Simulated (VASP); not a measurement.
# Nb2O (antifluorite type) (Fm-3m) in VASP: further runs, part 2 of 2

VASP 6.6.1.

## 5. Single point, PBE

This run uses another cell than the first one, of 14.72 Å³/atom, 1.085 times its volume.

INCAR

```
PREC     = Accurate       # precision mode
ENCUT    = 520            # plane-wave cutoff, eV
EDIFF    = 1E-6           # SCF threshold, eV
ISMEAR   = -1             # smearing method
SIGMA    = 0.06122561905347299 # smearing width, eV
LREAL    = False          # projectors in reciprocal space
LASPH    = True           # aspherical terms in the spheres
NELM     = 100            # most SCF steps
ALGO     = Normal         # electronic algorithm
ISIF     = 2              # what is computed and relaxed
LWAVE    = False          # write WAVECAR
LCHARG   = True           # write CHGCAR
GGA      = PE             # functional
LELF     = True           # ELF
LVHAR    = True         
NBANDS   = 23             # bands
```

KPOINTS

```
regular mesh
0
Gamma
  17 17 17
```

POSCAR

```
Nb2O
1.0
    0.0000000000      2.8053002812      2.8053002812
    2.8053002812      0.0000000000      2.8053002812
    2.8053002812      2.8053002812      0.0000000000
Nb O
2 1
Direct
    0.2500000000      0.2500000000      0.2500000000
    0.7500000000      0.7500000000      0.7500000000
    0.0000000000      0.0000000000      0.0000000000
```

Potentials or basis: VASP PAW PBE potentials, release 64 (Nb_sv, O).

Launch:

```bash
> cat potpaw_PBE.64/Nb_sv/POTCAR potpaw_PBE.64/O/POTCAR > POTCAR
> mpirun -np 1 vasp_std > vasp.out
```

OUTCAR:

```text
PREC = Accurate
   ENCUT = 520
   EDIFF = 1E-6
   ISMEAR = -1
   LREAL = False
   LASPH = True
   NELM = 100
   ISIF = 2
   GGA = PE

 ion  position               nearest neighbor table
   1  0.250  0.250  0.250-   3 2.43   3 2.43   3 2.43   3 2.43   2 2.81   2 2.81   2 2.81   2 2.81
                             2 2.81   2 2.81
   2  0.750  0.750  0.750-   3 2.43   3 2.43   3 2.43   3 2.43   1 2.81   1 2.81   1 2.81   1 2.81
                             1 2.81   1 2.81
   3  0.000  0.000  0.000-   2 2.43   2 2.43   1 2.43   1 2.43   2 2.43   1 2.43   2 2.43   1 2.43

  LATTYP: Found a face centered cubic cell.
 ALAT       =     5.6106005624

  Lattice vectors:

 A1 = (   0.0000000000,   2.8053002812,   2.8053002812)
 A2 = (   2.8053002812,   0.0000000000,   2.8053002812)
 A3 = (   2.8053002812,   2.8053002812,   0.0000000000)

Analysis of symmetry for initial positions (statically):
=====================================================================
 Subroutine PRICEL returns:
 Original cell was already a primitive cell.

 Routine SETGRP: Setting up the symmetry group for a
 face centered cubic supercell.

 Subroutine GETGRP returns: Found 48 space group operations
 (whereof 48 operations were pure point group operations)
 out of a pool of 48 trial point group operations.

The static configuration has the point symmetry O_h .

Analysis of symmetry for dynamics (positions and initial velocities):
=====================================================================
 Subroutine PRICEL returns:
 Original cell was already a primitive cell.

 Routine SETGRP: Setting up the symmetry group for a
 face centered cubic supercell.

 Subroutine GETGRP returns: Found 48 space group operations
 (whereof 48 operations were pure point group operations)
 out of a pool of 48 trial point group operations.

The dynamic configuration has the point symmetry O_h .

 Subroutine INISYM returns: Found 48 space group operations
 (whereof 48 operations are pure point group operations),
 and found     1 'primitive' translations

----------------------------------------------------------------------------------------

                                     Primitive cell

  volume of cell :      44.1538

  direct lattice vectors                    reciprocal lattice vectors
     0.000000000  2.805300281  2.805300281    -0.178234039  0.178234039  0.178234039
     2.805300281  0.000000000  2.805300281     0.178234039 -0.178234039  0.178234039
     2.805300281  2.805300281  0.000000000     0.178234039  0.178234039 -0.178234039

  length of vectors
     3.967293704  3.967293704  3.967293704     0.308710411  0.308710411  0.308710411

  position of ions in fractional coordinates (direct lattice)
     0.250000000  0.250000000  0.250000000
     0.750000000  0.750000000  0.750000000
     0.000000000  0.000000000  0.000000000

  ion indices of the primitive-cell ions
   primitive index   ion index
                 1           1
                 2           2
                 3           3

----------------------------------------------------------------------------------------

 KPOINTS: regular mesh

Automatic generation of k-mesh.
 Grid dimensions read from file:
 generate k-points for:   17   17   17

 Generating k-lattice:

  Cartesian coordinates                     Fractional coordinates (reciprocal lattice)
    -0.010484355  0.010484355  0.010484355     0.058823529  0.000000000  0.000000000
     0.010484355 -0.010484355  0.010484355     0.000000000  0.058823529  0.000000000
     0.010484355  0.010484355 -0.010484355     0.000000000  0.000000000  0.058823529

  Length of vectors
     0.018159436  0.018159436  0.018159436

  Shift w.r.t. Gamma in fractional coordinates (k-lattice)
     0.000000000  0.000000000  0.000000000

 Subroutine IBZKPT returns following result:
 ===========================================

 Found    165 irreducible k-points:

 Following reciprocal coordinates:
            Coordinates               Weight
  0.000000  0.000000  0.000000      1.000000
  0.058824  0.000000  0.000000      8.000000
  0.117647  0.000000  0.000000      8.000000
  0.176471  0.000000  0.000000      8.000000
  0.235294  0.000000  0.000000      8.000000
  0.294118  0.000000  0.000000      8.000000
[... 16 lines left out ...]
 -0.176471  0.058824  0.000000     24.000000
 -0.117647  0.058824  0.000000     24.000000
 [... further k-points ...]
   k-points           NKPTS =    165   k-points in BZ     NKDIM =    165   number of bands    NBANDS=     23
   number of dos      NEDOS =    301   number of ions     NIONS =      3
   total plane-waves  NPLWV =  27000
   dimension x,y,z NGX =    30 NGY =   30 NGZ =   30
   dimension x,y,z NGXF=    60 NGYF=   60 NGZF=   60
   ions per type =               2   1
   NGX,Y,Z   is equivalent  to a cutoff of  12.57, 12.57, 12.57 a.u.
   NGXF,Y,Z  is equivalent  to a cutoff of  25.14, 25.14, 25.14 a.u.
 SYSTEM =  unknown system
   PREC   = accura    normal or accurate (medium, high low for compatibility)
   ISTART =      0    job   : 0-new  1-cont  2-samecut
   ICHARG =      2    charge: 1-file 2-atom 10-const
   ISPIN  =      1    spin polarized calculation?
   LNONCOLLINEAR =      F non collinear calculations
   LSORBIT =      F    spin-orbit coupling
   LASPH  =      T    aspherical Exc in radial PAW
   ENCUT  =  520.0 eV  38.22 Ry    6.18 a.u.   7.38  7.38  7.38*2*pi/ulx,y,z
   NELM   =    100;   NELMIN=  2; NELMDL= -5     # of ELM steps
   EDIFF  = 0.1E-05   stopping-criterion for ELM
   LREAL  =      F    real-space projection
   EDIFFG = 0.1E-04   stopping-criterion for IOM
   NSW    =      0    number of steps for IOM
   IBRION =     -1    ionic relax: 0-MD 1-quasi-New 2-CG
   NFREE  =      0    steps in history (QN), initial steepest desc. (CG)
   ISIF   =      2    stress and relaxation
   ISYM   =      2    0-nonsym 1-usesym 2-fastsym
   POTIM  = 0.5000    time-step for ionic-motion
   TEBEG  =    0.0;   TEEND  =   0.0 temperature during run
   PSTRESS=    0.0 pullay stress
   NELECT =      32.0000    total number of electrons
   NUPDOWN=      -1.0000    fix difference up-down
   EMIN   =  10.00;   EMAX   =-10.00  energy-range for DOS
   EFERMI =   0.00;   METHOD = LEGACY
   ISMEAR =    -1;   SIGMA  =   0.06  broadening in eV -4-tet -1-fermi 0-gaus
   EFERMI_NEDOS =   21; number of points for ismear=-14 and -15
   IALGO  =     38    algorithm
   IMIX   =      4    mixing-type and parameters
     AMIX     =   0.40;   BMIX     =  1.00
     AMIX_MAG =   1.60;   BMIX_MAG =  1.00
  volume/ion in A,a.u.               =      14.72        99.32
  Fermi-wavevector in a.u.,A,eV,Ry     =   1.470513  2.778866 29.421345  2.162408
  Thomas-Fermi vector in A             =   2.585760
   LORBIT       =      0    0 simple, 1 ext, 2 COOP (PROOUT), +10 PAW based schemes
   GGA     = PE    functional components
   LHFCALC =     F    Hartree Fock is set to
   AEXX    =    0.0000 exact exchange contribution
   IVDW    =     0    specifies the selected vdW correction
   LEPSILON=     F    determine dielectric tensor
   LRPA    =     F    only Hartree local field effects (RPA)
 non-spin polarized calculation
  energy-cutoff  :      520.00
  volume of cell :       44.15
 maximum number of plane-waves:      1243
 NGX is ok and might be reduce to    30
   NGX = 15   NGY = 15   NGZ = 15

 number of electron      32.0000000 magnetization

 Free energy of the ion-electron system (eV)
  ---------------------------------------------------
  ext. energy  EPLUGINS =         0.00000000
  ---------------------------------------------------
  free energy    TOTEN  =       -25.61247636 eV

  energy without entropy =      -25.57287408  energy(sigma->0) =      -25.59267522

 E-fermi :  11.2686     XC(G=0): -12.2515

 val. band max:       11.2650958613   @ k =  -0.4706   0.4118   0.0000
 cond. band min:      11.2732065880   @ k =  -0.2941   0.1765   0.0588
 fundamental gap:      0.0081107267
 Fermi energy:        11.2685530916

 k-point     1 :       0.0000    0.0000    0.0000
  band No.  band energies     occupation
      1     -44.4650      2.00000
      2     -44.0738      2.00000
      3     -20.7655      2.00000
      4     -20.7655      2.00000
      5     -20.7655      2.00000
      6     -19.9595      2.00000
[... 15 lines left out ...]
     22      16.8337      0.00000
     23      16.8337      0.00000
[... 575 lines left out ...]
      1     -44.4439      2.00000
      2     -44.0939      2.00000
      3     -20.7824      2.00000
      4     -20.7114      2.00000
      5     -20.7024      2.00000
      6     -20.0555      2.00000
[... 15 lines left out ...]
     22      15.2336      0.00000
     23      15.9427      0.00000

 [... further k-points ...]
[... 5 lines left out ...]
  --------------------------------------------------------------------------------------
  -------------------------------------------------------------------------------------
  Total       -0.9595911     -0.9595911     -0.9595911      0.0000000      0.0000000      0.0000000
  in kB      -34.8199964    -34.8199964    -34.8199964      0.0000000      0.0000000      0.0000000
  external PRESSURE =     -34.8199964 kB  Pullay stress =       0.0000000 kB

 VOLUME and BASIS-vectors are now :
 -----------------------------------------------------------------------------
  energy-cutoff  :      520.00
  volume of cell :       44.15
      direct lattice vectors                 reciprocal lattice vectors
     0.000000000  2.805300281  2.805300281    -0.178234039  0.178234039  0.178234039
     2.805300281  0.000000000  2.805300281     0.178234039 -0.178234039  0.178234039
     2.805300281  2.805300281  0.000000000     0.178234039  0.178234039 -0.178234039

 POSITION                                       TOTAL-FORCE (eV/Angst)
 -----------------------------------------------------------------------------------
      1.40265      1.40265      1.40265         0.000000      0.000000     -0.000000
      4.20795      4.20795      4.20795         0.000000     -0.000000      0.000000
      0.00000      0.00000      0.00000        -0.000000     -0.000000      0.000000
 -----------------------------------------------------------------------------------
    total drift:                               -0.000000     -0.000000      0.000000

  FREE ENERGIE OF THE ION-ELECTRON SYSTEM (eV)
  ---------------------------------------------------
  free  energy   TOTEN  =       -25.6124763556 eV

  energy  without entropy=      -25.5728740794  energy(sigma->0) =      -25.59267522
```

Run time: 2.3 min. Hardware: 1 thread of Intel Xeon Platinum 8375C at 2.90GHz (Ice Lake), shared host; peak memory 0.27 GiB.

Results:

| Property | Result |
| --- | --- |
| Free energy | -25.6125 eV |
| Pressure | -3.5 GPa |
| Band gap on the k mesh | zero (band 16 reaches 11.79 eV, above the bottom of band 17 at 10.91 eV) |

## 6. Summary

```csv
cell,gap on the mesh (eV),pressure (GPa)
"a = 3.861 Å, angles 60.0°, 3 atoms",none,11.2
"a = 3.915 Å, angles 60.0°, 3 atoms",none,3.0
"a = 3.941 Å, angles 60.0°, 3 atoms",none,-0.4
"a = 3.967 Å, angles 60.0°, 3 atoms",none,-3.5
```

Alike in all rows: task single point; level PBE; potentials or basis VASP PAW PBE potentials, release 64 (Nb_sv, O); no spin polarisation; k mesh 17 × 17 × 17; cutoff (eV) 520; smearing fermi-dirac 0.0612256 eV.

Total energies depend on the potentials used, so only differences within one code and one set of settings carry meaning.
